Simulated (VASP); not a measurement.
Wanted: the native input for a VASP 6.6.1 run.

```
Task                   : single point
Functional             : PBEsol
Potentials or basis    : VASP PAW PBE potentials, release 64 (O)
Cutoff                 : 520 eV
k mesh                 : 10 × 10 × 10
Occupations            : fermi-dirac, width 0.02 eV
Spin                   : no spin polarisation
Dipole correction      : no
Further INCAR settings : ALGO = Normal; EDIFF = 1e-06; NBANDS = 13
```

The structure of O lies in POSCAR:

```
O
1.0
    1.4185886219      0.8190225227      3.3969009182
   -1.4185886219      0.8190225227      3.3969009182
    0.0000000000     -1.6380450454      3.3969009182
O
2
Direct
    0.0577000000      0.0577000000      0.0577000000
    0.9423000000      0.9423000000      0.9423000000
```

This cell differs from its parent crystal: volume scaled by 0.99.

One way to write it, as run:

INCAR

```
  ALGO = Normal
  EDIFF = 1E-6
  ENCUT = 520
  GGA = PS
  ISIF = 2
  ISMEAR = -1
  LASPH = True
  LCHARG = True
  LELF = True
  LREAL = False
  LVHAR = True
  LWAVE = False
  NBANDS = 13
  NELM = 60
  PREC = Accurate
  SIGMA = 0.02
```

KPOINTS

```
k-points
0
Gamma
  10 10 10
```

Potentials or basis: VASP PAW PBE potentials, release 64 (O).

Command:

```bash
$ cat potpaw_PBE.64/O/POTCAR > POTCAR
$ mpirun -np 1 vasp_std > vasp.out
```

Results of the run:

```yaml
Pressure: 7.1 GPa
Largest_force: 4.342 eV/Å
Band_gap_on_the_k_mesh: zero (band 6 reaches 1.32 eV, above the bottom of band 7 at -0.02 eV)
```

Caveat: the standard files for N, O and F lose accuracy on very short bonds; spin is off for a triplet molecule; the PAW data sets were made with another functional, which shifts forces and pressure a little.

Run time: 29 s on 1 thread of AMD EPYC 7R13 Processor (Zen 3) (shared host), peak memory 0.13 GiB.
